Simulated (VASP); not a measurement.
Here is a VASP 6.6.1 calculation.

Contents of INCAR:

```
SYSTEM = Ge
ALGO     = Normal         ! electronic algorithm
EDIFF    = 1E-7           ! SCF threshold, eV
EDIFFG   = -0.02          ! ionic threshold
ENCUT    = 600            ! plane-wave cutoff, eV
GGA      = PS             ! functional
IBRION   = 2              ! ionic algorithm
ISIF     = 3              ! what is computed and relaxed
ISMEAR   = -1             ! smearing method
LASPH    = .True.         ! aspherical terms in the spheres
LCHARG   = .False.        ! write CHGCAR
LREAL    = .False.        ! projectors in reciprocal space
LWAVE    = .False.        ! write WAVECAR
NELM     = 100            ! most SCF steps
NSW      = 80             ! ionic steps
PREC     = Accurate       ! precision mode
SIGMA    = 0.05           ! smearing width, eV
```

The input KPOINTS:

```
k-points
0
Gamma
  11 11 11
  0 0 0
```

POSCAR

```
Ge
1.0
   -2.5744897190      2.5744897190      1.3974126432
    2.5744897190     -2.5744897190      1.3974126432
    2.5744897190      2.5744897190     -1.3974126432
Ge
2
Direct
    0.5000000000      0.5000000000      0.0000000000
    0.2500000000      0.7500000000      0.5000000000
```

Potentials or basis: VASP PAW PBE potentials, release 64 (Ge_d).

The run is started by

```bash
$ cat potpaw_PBE.64/Ge_d/POTCAR > POTCAR
$ mpirun -np 1 vasp_std > vasp.out
```

Problem. Predict the relaxed cell.

Solution. a = 3.889 Å, b = 3.889 Å, c = 3.889 Å, α = 97.36°, β = 97.36°, γ = 138.06°.

Problem. What does it give for the band gap on the k mesh?

Solution. Zero (band 14 reaches 8.50 eV, above the bottom of band 15 at 3.74 eV).

Problem. Predict the relaxed volume.

Solution. 18.35 Å³/atom.

Problem. What does it give for the space group after relaxing (to 0.05 Å)?

Solution. I4_1/amd (No. 141).

The path:
```
step  energy change (eV)  largest force (eV/Å)  pressure (GPa)  volume (Å³)
   1              0.0000                0.0000           -0.55        37.05
   2             -0.0005                0.0000            0.07        36.71
```

Caveat: the PAW data sets were made with another functional, which shifts forces and pressure a little.
